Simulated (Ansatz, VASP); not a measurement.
**Two plane-wave programs on Ti**

INCAR

```
SYSTEM = Ti
ALGO = Fast ; EDIFF = 1E-6
ENCUT = 520 ; GGA = PS
ISIF = 2 ; ISMEAR = 0
LASPH = .True. ; LCHARG = .True.
LELF = .True. ; LREAL = .False.
LVHAR = .True. ; LWAVE = .False.
NBANDS = 19 ; NELM = 60
PREC = Accurate ; SIGMA = 0.15
```

File KPOINTS:

```
k-points
0
Gamma
  18 18 10
  0 0 0
```

POSCAR

```
Ti
1.0
    3.0384977962      0.0000000000      0.0000000000
   -1.5192488981      2.6314162809      0.0000000000
    0.0000000000      0.0000000000      4.6860000000
Ti
2
Direct
    0.3333333333      0.6666666667      0.2500000000
    0.6666666667      0.3333333333      0.7500000000
```

Input for Ansatz:

```yaml
crystal:
  lattice:
    - [3.0384977962, 0.0, 0.0]
    - [-1.5192488981, 2.6314162809, 0.0]
    - [0.0, 0.0, 4.686]
  atoms:
    - { symbol: Ti, position: [0.3333333333, 0.6666666667, 0.25] }
    - { symbol: Ti, position: [0.6666666667, 0.3333333333, 0.75] }
basis:
  ecutwfc: 420
kpoints:
  mp_grid: { grid: [18, 18, 10] }
hamiltonian:
  xc: pbesol
scf:
  occupations: { method: gaussian, width: 0.15 }
output:
  forces: true
  stress: true
  eigenvalues: true
  write_density: true
  write_potential: true
  elf: true
  volumetric_format: npy
```

Change from the starting cell: strain +0.0300 x Voigt [1, 1, 0, 0, 0, 0], atoms carried along.

Alike in both runs: task single point; functional PBEsol; k mesh 18 × 18 × 10; occupations gaussian, width 0.15 eV; no spin polarisation.

|  | VASP | Ansatz |
| --- | --- | --- |
| version | VASP 6.6.1 | Ansatz 0.2.0 |
| potentials or method | VASP PAW PBE potentials, release 64 (Ti_sv), cutoff 520 eV | scalar-relativistic, plane waves, PAW |
| valence electrons in the cell | 24 | 24 |

```tsv
	VASP	Ansatz	Ansatz less VASP
gap on the k mesh at the Fermi level (eV)	none	none	-
pressure (GPa)	-11.1	-11.0	+0.19
traceless stress, the component that is largest in VASP (GPa)	1.41	1.42	+0.011
```

VASP's potentials were made for PBE, not for PBEsol. A gap of «none» marks a metal or a gap that the smearing closes.
